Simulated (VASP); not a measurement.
# LiGe2P3 (P6/mmm) in VASP: further runs

Runs on LiGe2P3. Level: PBE. Tasks: relaxation of cell and atoms.

Program: VASP 6.6.1. These are calculated values, not measurements. Logs are shortened: lines on timing, memory, paths and dates and some standing lists are left out, and cuts for length are marked.

### Step 1. The cell of the first run

The structure is hexagonal, space group P6/mmm (No. 191). The conventional cell has a = 5.698 Å, b = 5.698 Å, c = 3.469 Å, α = 90.00°, β = 90.00°, γ = 120.00°. Li (site symmetry 6/mmm) has 6 Ge at 3.29 Å and 12 P at 3.34 Å and 2 Li at 3.47 Å within 4.3 Å. Ge (site symmetry -6m2) has 6 P at 2.39 Å and 3 Ge at 3.29 Å and 3 Li at 3.29 Å within 3.3 Å. Within 3.2 Å of P (site symmetry mmm) lie 4 Ge at 2.39 Å and 4 P at 2.85 Å.

### Step 2. Relaxation of cell and atoms, PBE

Contents of INCAR:

```
PREC = Accurate ; ENCUT = 600
EDIFF = 1E-6 ; ISMEAR = 0
SIGMA = 0.1 ; LREAL = F
LASPH = T ; NELM = 100
ALGO = Normal ; ISIF = 3
LWAVE = F ; LCHARG = F
GGA = PE ; IBRION = 2
NSW = 90 ; EDIFFG = -0.04
```

Contents of KPOINTS:

```
Automatic mesh
0
Gamma
  6 6 6
```

Contents of POSCAR:

```
LiGe2P3
1.0
    5.6977310495      0.0000000000      0.0000000000
   -2.8488655247      4.9343798327      0.0000000000
    0.0000000000      0.0000000000      3.4694503229
Li Ge P
1 2 3
Direct
    0.0000000000      0.0000000000      0.0000000000
    0.3333333333      0.6666666667      0.0000000000
    0.6666666667      0.3333333333      0.0000000000
    0.5000000000      0.0000000000      0.5000000000
    0.5000000000      0.5000000000      0.5000000000
    0.0000000000      0.5000000000      0.5000000000
```

Potentials or basis: VASP PAW PBE potentials, release 64 (Li_sv, Ge_d, P).

Command:

```bash
> cat potpaw_PBE.64/Li_sv/POTCAR potpaw_PBE.64/Ge_d/POTCAR potpaw_PBE.64/P/POTCAR > POTCAR
> mpirun -np 1 vasp_std > vasp.out
```

OUTCAR:

```text
PREC = Accurate
   ENCUT = 600
   EDIFF = 1E-6
   ISMEAR = 0
   LREAL = F
   LASPH = T
   NELM = 100
   ISIF = 3
   GGA = PE
   IBRION = 2
   NSW = 90
   EDIFFG = -0.04

 ion  position               nearest neighbor table
   1  0.000  0.000  0.000-
   2  0.333  0.667  0.000-   4 2.39   4 2.39   6 2.39   6 2.39   5 2.39   5 2.39
   3  0.667  0.333  0.000-   4 2.39   4 2.39   6 2.39   6 2.39   5 2.39   5 2.39
   4  0.500  0.000  0.500-   2 2.39   3 2.39   2 2.39   3 2.39   5 2.85   5 2.85   6 2.85   6 2.85

   5  0.500  0.500  0.500-   2 2.39   3 2.39   2 2.39   3 2.39   4 2.85   4 2.85   6 2.85   6 2.85

   6  0.000  0.500  0.500-   2 2.39   3 2.39   2 2.39   3 2.39   4 2.85   4 2.85   5 2.85   5 2.85

  LATTYP: Found a hexagonal cell.
 ALAT       =     5.6977310495
 C/A-ratio  =     0.6089178820

  Lattice vectors:

 A1 = (   5.6977310495,   0.0000000000,   0.0000000000)
 A2 = (  -2.8488655247,   4.9343798327,   0.0000000000)
 A3 = (   0.0000000000,   0.0000000000,   3.4694503229)

Analysis of symmetry for initial positions (statically):
=====================================================================
 Subroutine PRICEL returns:
 Original cell was already a primitive cell.

 Routine SETGRP: Setting up the symmetry group for a
 hexagonal supercell.

 Subroutine GETGRP returns: Found 24 space group operations
 (whereof 24 operations were pure point group operations)
 out of a pool of 24 trial point group operations.

The static configuration has the point symmetry D_6h.

Analysis of symmetry for dynamics (positions and initial velocities):
=====================================================================
 Subroutine PRICEL returns:
 Original cell was already a primitive cell.

 Routine SETGRP: Setting up the symmetry group for a
 hexagonal supercell.

 Subroutine GETGRP returns: Found 24 space group operations
 (whereof 24 operations were pure point group operations)
 out of a pool of 24 trial point group operations.

The dynamic configuration has the point symmetry D_6h.

 Subroutine INISYM returns: Found 24 space group operations
 (whereof 24 operations are pure point group operations),
 and found     1 'primitive' translations

----------------------------------------------------------------------------------------

                                     Primitive cell

  volume of cell :      97.5428

  direct lattice vectors                    reciprocal lattice vectors
     5.697731049  0.000000000  0.000000000     0.175508460  0.101329856  0.000000000
    -2.848865525  4.934379833  0.000000000     0.000000000  0.202659713  0.000000000
[... 52 lines left out ...]
  0.333333  0.000000  0.000000      6.000000
  0.500000  0.000000  0.000000      3.000000
  0.166667  0.166667  0.000000      6.000000
  0.333333  0.166667  0.000000     12.000000
[... 16 lines left out ...]
  0.166667 -0.000000  0.500000      6.000000
  0.333333  0.000000  0.500000      6.000000
 [... further k-points ...]
   k-points           NKPTS =     28   k-points in BZ     NKDIM =     28   number of bands    NBANDS=     27
   number of dos      NEDOS =    301   number of ions     NIONS =      6
   total plane-waves  NPLWV =  64512
   dimension x,y,z NGX =    48 NGY =   48 NGZ =   28
   dimension x,y,z NGXF=    96 NGYF=   96 NGZF=   56
   ions per type =               1   2   3
   NGX,Y,Z   is equivalent  to a cutoff of  14.01, 14.01, 13.42 a.u.
   NGXF,Y,Z  is equivalent  to a cutoff of  28.01, 28.01, 26.83 a.u.
 SYSTEM =  unknown system
   PREC   = accura    normal or accurate (medium, high low for compatibility)
   ISTART =      0    job   : 0-new  1-cont  2-samecut
   ICHARG =      2    charge: 1-file 2-atom 10-const
   ISPIN  =      1    spin polarized calculation?
   LNONCOLLINEAR =      F non collinear calculations
   LSORBIT =      F    spin-orbit coupling
   LASPH  =      T    aspherical Exc in radial PAW
   ENCUT  =  600.0 eV  44.10 Ry    6.64 a.u.  11.38 11.38  6.93*2*pi/ulx,y,z
   NELM   =    100;   NELMIN=  2; NELMDL= -5     # of ELM steps
   EDIFF  = 0.1E-05   stopping-criterion for ELM
   LREAL  =      F    real-space projection
   EDIFFG = -.4E-01   stopping-criterion for IOM
   NSW    =     90    number of steps for IOM
   IBRION =      2    ionic relax: 0-MD 1-quasi-New 2-CG
   NFREE  =      1    steps in history (QN), initial steepest desc. (CG)
   ISIF   =      3    stress and relaxation
   ISYM   =      2    0-nonsym 1-usesym 2-fastsym
   POTIM  = 0.5000    time-step for ionic-motion
   TEBEG  =    0.0;   TEEND  =   0.0 temperature during run
   PSTRESS=    0.0 pullay stress
   NELECT =      46.0000    total number of electrons
   NUPDOWN=      -1.0000    fix difference up-down
   EMIN   =  10.00;   EMAX   =-10.00  energy-range for DOS
   EFERMI =   0.00;   METHOD = LEGACY
   ISMEAR =     0;   SIGMA  =   0.10  broadening in eV -4-tet -1-fermi 0-gaus
   EFERMI_NEDOS =   21; number of points for ismear=-14 and -15
   IALGO  =     38    algorithm
   IMIX   =      4    mixing-type and parameters
     AMIX     =   0.40;   BMIX     =  1.00
     AMIX_MAG =   1.60;   BMIX_MAG =  1.00
  volume/ion in A,a.u.               =      16.26       109.71
  Fermi-wavevector in a.u.,A,eV,Ry     =   1.274273  2.408026 22.092744  1.623771
  Thomas-Fermi vector in A             =   2.407050
   LORBIT       =      0    0 simple, 1 ext, 2 COOP (PROOUT), +10 PAW based schemes
   GGA     = PE    functional components
   LHFCALC =     F    Hartree Fock is set to
   AEXX    =    0.0000 exact exchange contribution
   IVDW    =     0    specifies the selected vdW correction
   LEPSILON=     F    determine dielectric tensor
   LRPA    =     F    only Hartree local field effects (RPA)
 conjugate gradient relaxation of ions
 non-spin polarized calculation
 Gauss-broadening in eV      SIGMA  =   0.10
  energy-cutoff  :      600.00
  volume of cell :       97.54
 maximum number of plane-waves:      3284
 NGX is ok and might be reduce to    48
   NGX = 23   NGY = 23   NGZ = 13

--------------------------------------- Ionic step        1  -------------------------------------------

 number of electron      46.0000014 magnetization

 Free energy of the ion-electron system (eV)
  ---------------------------------------------------
  ext. energy  EPLUGINS =         0.00000000
  ---------------------------------------------------
  free energy    TOTEN  =       -23.45581040 eV

  energy without entropy =      -23.44429263  energy(sigma->0) =      -23.45005152

 E-fermi :   7.5058     XC(G=0): -10.4296

 val. band max:        7.4657986297   @ k =   0.3333   0.0000   0.5000
 cond. band min:       7.5113519399   @ k =   0.0000   0.0000   0.3333
 fundamental gap:      0.0455533102
 Fermi energy:         7.5058088173
[... 1568 lines left out ...]
--------------------------------------- Ionic step        4  -------------------------------------------

 number of electron      46.0000001 magnetization

 Free energy of the ion-electron system (eV)
  ---------------------------------------------------
  ext. energy  EPLUGINS =         0.00000000
  ---------------------------------------------------
  free energy    TOTEN  =       -24.76203925 eV

  energy without entropy =      -24.74601022  energy(sigma->0) =      -24.75402474

 E-fermi :   5.1819     XC(G=0):  -9.4485

 val. band max:        5.1305906303   @ k =   0.3333   0.1667   0.3333
 cond. band min:       5.1879830142   @ k =   0.3333   0.1667   0.1667
 fundamental gap:      0.0573923839
 Fermi energy:         5.1819223215
[... 753 lines left out ...]
  FREE ENERGIE OF THE ION-ELECTRON SYSTEM (eV)
  ---------------------------------------------------
  free  energy   TOTEN  =       -24.7620392491 eV

  energy  without entropy=      -24.7460102242  energy(sigma->0) =      -24.75402474

 reached required accuracy - stopping structural energy minimisation
```

OSZICAR:

```text
N       E                     dE             d eps       ncg     rms          rms(c)
DAV:   1     0.416315474288E+03    0.41632E+03   -0.23597E+04  1741   0.383E+03
DAV:   2     0.494722355302E+02   -0.36684E+03   -0.35744E+03  1536   0.809E+02
DAV:   3    -0.194641321179E+02   -0.68936E+02   -0.66457E+02  1889   0.198E+02
DAV:   4    -0.236962745087E+02   -0.42321E+01   -0.40783E+01  2264   0.490E+01
[... 33 lines left out ...]
DAV:   2    -0.247637434358E+02    0.46171E-02   -0.78761E-03  1948   0.142E+00    0.244E-01
DAV:   3    -0.247621400179E+02    0.16034E-02   -0.34926E-03  1982   0.831E-01    0.483E-02
DAV:   4    -0.247620645009E+02    0.75517E-04   -0.20384E-04  1879   0.195E-01    0.283E-02
DAV:   5    -0.247620395224E+02    0.24979E-04   -0.35674E-05  1958   0.763E-02    0.671E-03
DAV:   6    -0.247620392491E+02    0.27329E-06   -0.13560E-06  1150   0.105E-02
   4 F= -.24762039E+02 E0= -.24754025E+02  d E =-.130623E+01
```

Run time: 6 min. Hardware: 1 thread of Oxide Virtual Turin-like, shared host; peak memory 0.26 GiB.

What came out:

- Free energy: -24.7620 eV
- Relaxed volume: 20.43 Å³/atom
- Relaxed cell: a = 6.097 Å, b = 6.097 Å, c = 3.809 Å, α = 90.00°, β = 90.00°, γ = 120.00°
- Space group after relaxing (to 0.1 Å): P6/mmm (No. 191)
- Energy gained by relaxing: 217.7 meV/atom
- Ionic steps: 4
- Pressure after relaxing: 0.1 GPa
- Band gap on the k mesh: zero (bands 23 and 24 overlap by 1.60 eV)

Step by step:
| step | energy change (eV) | largest force (eV/Å) | pressure (GPa) | volume (Å³) |
| --- | --- | --- | --- | --- |
| 1 | 0.0000 | 0.0000 | 19.88 | 97.54 |
| 2 | -1.2537 | 0.0000 | -2.47 | 128.84 |
| 3 | -1.3059 | 0.0000 | 0.27 | 122.07 |
| 4 | -1.3062 | 0.0000 | 0.09 | 122.61 |

Final structure:
```
Li Ge P
1.0
     6.09666    0.00000    0.00000
    -3.04833    5.27986    0.00000
     0.00000    0.00000    3.80898
Li Ge P
1 2 3
Direct
  0.00000 0.00000 0.00000
  0.33333 0.66667 0.00000
  0.66667 0.33333 0.00000
  0.50000 0.00000 0.50000
  0.50000 0.50000 0.50000
  0.00000 0.50000 0.50000
```

Caveat: the cutoff is under 1.25 times the usual one of these potentials, so pressure, stress and relaxed cells hold a basis-set (Pulay) error; the volume moved by over 15 % at a fixed basis, so the end points are rough.

### Step 3. Relaxation of cell and atoms, PBE

This run uses another cell than the first one, of 20.82 Å³/atom.

Contents of INCAR:

```
PREC     = Accurate       # precision mode
ENCUT    = 600            # plane-wave cutoff, eV
EDIFF    = 1E-6           # SCF threshold, eV
ISMEAR   = 0              # smearing method
SIGMA    = 0.1            # smearing width, eV
LREAL    = F              # projectors in reciprocal space
LASPH    = T              # aspherical terms in the spheres
NELM     = 100            # most SCF steps
ALGO     = Normal         # electronic algorithm
ISIF     = 3              # what is computed and relaxed
LWAVE    = F              # write WAVECAR
LCHARG   = F              # write CHGCAR
GGA      = PE             # functional
IBRION   = 2              # ionic algorithm
NSW      = 100            # ionic steps
EDIFFG   = -0.01          # ionic threshold
```

Contents of KPOINTS:

```
Automatic mesh
0
Gamma
  6 6 12
```

POSCAR, as its differences from that of step 2:

```diff
@@ -2,5 +2,5 @@
 1.0
-    5.6977310495      0.0000000000      0.0000000000
-   -2.8488655247      4.9343798327      0.0000000000
-    0.0000000000      0.0000000000      3.4694503229
+    6.5076832275      0.0000000000      0.0000000000
+   -3.2538416138      5.6358189948      0.0000000000
+    0.0000000000      0.0000000000      3.4065764611
 Li Ge P
```

Potentials or basis: VASP PAW PBE potentials, release 64 (Li_sv, Ge_d, P).

Command:

```bash
> cat potpaw_PBE.64/Li_sv/POTCAR potpaw_PBE.64/Ge_d/POTCAR potpaw_PBE.64/P/POTCAR > POTCAR
> mpirun -np 1 vasp_std > vasp.out
```

It took 13 min on 1 thread of Oxide Virtual Turin-like, shared host; peak memory 0.37 GiB.

The run converged. Its results:

| Quantity | Value |
| --- | --- |
| Free energy | -24.9151 eV |
| Relaxed volume | 20.78 Å³/atom |
| Relaxed cell | a = 6.449 Å, b = 6.449 Å, c = 3.461 Å, α = 90.00°, β = 90.00°, γ = 120.00° |
| Space group after relaxing (to 0.1 Å) | P6/mmm (No. 191) |
| Energy gained by relaxing | 2.6 meV/atom |
| Ionic steps | 5 |
| Pressure after relaxing | 0.0 GPa |
| Band gap on the k mesh | zero (bands 23 and 24 overlap by 1.50 eV) |

Step by step:
```csv
step,energy change (eV),largest force (eV/Å),pressure (GPa),volume (Å³)
1,0.0000,0.0000,0.17,124.94
2,-0.0132,0.0000,-0.17,125.34
3,-0.0149,0.0000,-0.32,125.52
4,-0.0149,0.0000,-0.35,125.54
5,-0.0158,0.0000,-0.03,124.67
```

Final structure:
```yaml
crystal:
  lattice:
    - [6.44917, 0.00000, 0.00000]
    - [-3.22458, 5.58514, 0.00000]
    - [0.00000, 0.00000, 3.46109]
  atoms:
    - { symbol: Li, position: [0.00000, 0.00000, 0.00000] }
    - { symbol: Ge, position: [0.33333, 0.66667, 0.00000] }
    - { symbol: Ge, position: [0.66667, 0.33333, 0.00000] }
    - { symbol: P, position: [0.50000, 0.00000, 0.50000] }
    - { symbol: P, position: [0.50000, 0.50000, 0.50000] }
    - { symbol: P, position: [0.00000, 0.50000, 0.50000] }
```

Levels at points of the mesh, in eV from the Fermi level:
```csv
k point,band 19,band 20,band 21,band 22,band 23,band 24,band 25,band 26,band 27
"(0.00, 0.00, 0.00)",-2.67,-0.21,-0.21,0.27,0.38,0.38,0.77,1.22,2.52
"(0.50, 0.00, 0.00)",-2.37,-2.12,-1.38,-0.48,0.32,0.36,0.79,2.43,2.64
"(0.00, 0.00, 0.50)",-5.09,-2.67,-2.67,-0.43,-0.43,1.06,1.28,1.28,1.46
"(0.50, 0.00, 0.50)",-3.41,-2.89,-1.83,-1.43,-1.18,-1.00,0.63,1.38,2.05
```

Caveat: the cutoff is under 1.25 times the usual one of these potentials, so pressure, stress and relaxed cells hold a basis-set (Pulay) error.

The gap in the log of VASP goes by the Fermi energy; the results here count the filled bands.